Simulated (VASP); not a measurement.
A run of VASP 6.6.1 is set up as follows.

Contents of INCAR:

```
PREC = Accurate
ENCUT = 520
EDIFF = 1E-6
ISMEAR = -1
SIGMA = 0.1
LREAL = F
LASPH = T
NELM = 80
ALGO = Normal
ISIF = 2
LWAVE = F
LCHARG = T
GGA = CA
LELF = T
LVHAR = T
NBANDS = 10
```

The input KPOINTS:

```
Automatic mesh
0
Gamma
  8 8 8
```

Contents of POSCAR:

```
Cs
1.0
    4.6971559676      0.0000000000      0.0000000000
    0.0000000000      4.6971559676      0.0000000000
    0.0000000000      0.0000000000      4.6971559676
Cs
1
Direct
    0.0000000000      0.0000000000      0.0000000000
```

Potentials or basis: VASP PAW LDA potentials, release 64 (Cs_sv).

Launch:

```bash
$ cat potpaw_LDA.64/Cs_sv/POTCAR > POTCAR
$ mpirun -np 1 vasp_std > vasp.out
```

Question: Estimate the pressure.

Answer: 0.0 GPa.

Question: What does it give for the band gap on the k mesh?

Answer: Zero (an odd number of electrons rules out a gap without spin polarisation).

Caveat: spin-orbit coupling is left out, which moves the levels of the heavy elements.
